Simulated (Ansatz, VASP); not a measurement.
## Two plane-wave programs on MgCd5Te6

```
Mg Cd Te
1.0
     4.66446    0.00000    0.00000
    -2.33223    4.03954    0.00000
     0.00000    0.00000   22.89067
Mg Cd Te
1 5 6
Direct
  0.00000 0.00000 0.16562
  0.66667 0.33333 0.00215
  0.66667 0.33333 0.33177
  0.66667 0.33333 0.66677
  0.00000 0.00000 0.49919
  0.00000 0.00000 0.83434
  0.66667 0.33333 0.12745
  0.66667 0.33333 0.45705
  0.66667 0.33333 0.79216
  0.00000 0.00000 0.28919
  0.00000 0.00000 0.62456
  0.00000 0.00000 0.95973
```

Alike in both runs: functional PBE; k mesh 6 × 6 × 2; occupations gaussian, width 0.02 eV; no spin polarisation.

Ansatz relaxed the structure, and its values are those at the end. VASP's run is a single point on that final structure, the one shown.

|  | VASP | Ansatz |
| --- | --- | --- |
| version | VASP 6.6.1 | Ansatz 0.2.0 |
| potentials or method | VASP PAW PBE potentials, release 64 (Mg, Cd, Te), cutoff 520 eV | scalar-relativistic, plane waves, PAW |
| valence electrons in the cell | 98 | 206 |

```tsv
	VASP	Ansatz	Ansatz less VASP
gap on the k mesh at the Fermi level (eV)	0.79	0.80	+0.004
least direct gap on the mesh (eV)	0.79	0.80	+0.004
pressure (GPa)	0.1	0.0	-0.09
rms of the force components (eV/Å)	0.005	0.002	-0.0030
```

VASP's potentials hold 98 valence electrons a cell and Ansatz's 206, so a difference there can come from the potentials and not from the codes.

Neither program's run includes spin-orbit coupling.
